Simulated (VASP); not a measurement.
Sb: single point with PBEsol

Sb:

```
Sb
1.0
     3.06118    0.00000    0.00000
     0.00000    3.06118    0.00000
     0.00000    0.00000    3.36730
Sb
1
Direct
  0.00000 0.00000 0.00000
```

This cell differs from its parent crystal: ratio of the length along z to the lengths across it x 1.1, volume and fractional coordinates fixed.

```yaml
Program: VASP 6.6.1
Task: single point
Functional: PBEsol
Potentials_or_basis: VASP PAW PBE potentials, release 64 (Sb)
Cutoff: 520 eV
k_mesh: 16 × 16 × 16
Occupations: gaussian, width 0.15 eV
Spin: no spin polarisation
```

```yaml
Pressure: -3.9 GPa
```

Stress tensor (GPa, compression positive):
```
-1.35  0.00  0.00
 0.00 -1.35  0.00
 0.00  0.00 -8.87
```

Levels at points of the mesh, in eV from the Fermi level:
```csv
k point,band 1,band 2,band 3,band 4,band 5,band 6
"(0.00, 0.00, 0.00)",-12.05,1.55,3.94,3.94,5.68,7.48
"(0.50, 0.00, 0.00)",-9.43,-5.35,3.68,6.12,8.51,9.47
"(0.50, 0.50, 0.00)",-6.61,-3.18,-3.18,2.45,5.81,12.00
"(0.00, 0.00, 0.50)",-10.51,-5.07,5.23,5.23,8.92,11.24
"(0.50, 0.00, 0.50)",-7.81,-3.98,-2.76,2.29,7.41,12.74
"(0.50, 0.50, 0.50)",-4.80,-1.94,-1.94,-0.58,4.42,5.18
```

Wall time 91 s on 1 thread of AMD EPYC 7R43 64-Core Processor (Zen 3) (shared host), peak memory 0.18 GiB.

Caveat: the PAW data sets were made with another functional, which shifts forces and pressure a little; spin-orbit coupling is left out, which moves the levels of the heavy elements.
